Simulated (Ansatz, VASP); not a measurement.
HfOs3: VASP beside Ansatz

Contents of INCAR:

```
PREC     = Accurate       # precision mode
ENCUT    = 520            # plane-wave cutoff, eV
EDIFF    = 1E-6           # SCF threshold, eV
ISMEAR   = -1             # smearing method
SIGMA    = 0.05           # smearing width, eV
LREAL    = F              # projectors in reciprocal space
LASPH    = T              # aspherical terms in the spheres
NELM     = 100            # most SCF steps
ALGO     = Fast           # electronic algorithm
ISIF     = 2              # what is computed and relaxed
LWAVE    = F              # write WAVECAR
LCHARG   = F              # write CHGCAR
GGA      = PE             # functional
NBANDS   = 25             # bands
```

KPOINTS

```
regular mesh
0
Gamma
  7 7 7
```

The input POSCAR:

```
HfOs3
1.0
    3.9468920018      0.0000000000      0.0000000000
    0.0000000000      3.9468920018      0.0000000000
    0.0000000000      0.0000000000      3.9468920018
Os Hf
3 1
Direct
    0.0000000000      0.5000000000      0.5000000000
    0.5000000000      0.0000000000      0.5000000000
    0.5000000000      0.5000000000      0.0000000000
    0.0000000000      0.0000000000      0.0000000000
```

input.yaml

```yaml
crystal:
  lattice:
    - [3.9468920018, 0.0, 0.0]
    - [0.0, 3.9468920018, 0.0]
    - [0.0, 0.0, 3.9468920018]
  atoms:
    - { symbol: Os, position: [0.0, 0.5, 0.5] }
    - { symbol: Os, position: [0.5, 0.0, 0.5] }
    - { symbol: Os, position: [0.5, 0.5, 0.0] }
    - { symbol: Hf, position: [0.0, 0.0, 0.0] }
hamiltonian:
  xc: pbe
  pseudopotentials: { kind: paw }
kpoints:
  mp_grid: { grid: [7, 7, 7] }
scf:
  occupations: { method: fermi_dirac, width: 0.05 }
output:
  forces: true
  stress: true
  eigenvalues: true
```

Alike in both runs: task single point; functional PBE; k mesh 7 × 7 × 7; occupations fermi-dirac, width 0.05 eV; no spin polarisation.

```csv
,VASP,Ansatz
version,VASP 6.6.1,Ansatz 0.2.0
potentials or method,"VASP PAW PBE potentials, release 64 (Os, Hf_pv)",Ansatz PAW
plane-wave cutoff (eV),520,420
valence electrons in the cell,34,74
```

VASP gave:

- gap on the k mesh at the Fermi level (eV): none
- pressure (GPa): 6.1

Task: Which values does Ansatz return?

Result: gap on the k mesh at the Fermi level (eV): none; pressure (GPa): 6.9.

A gap of «none» marks a metal or a gap that the smearing closes. With one functional, cell and mesh, what is left measures potentials, basis and numerics. VASP's potentials hold 34 valence electrons a cell and Ansatz's 74, so a difference there can come from the potentials and not from the codes.

Spin-orbit coupling is off throughout.
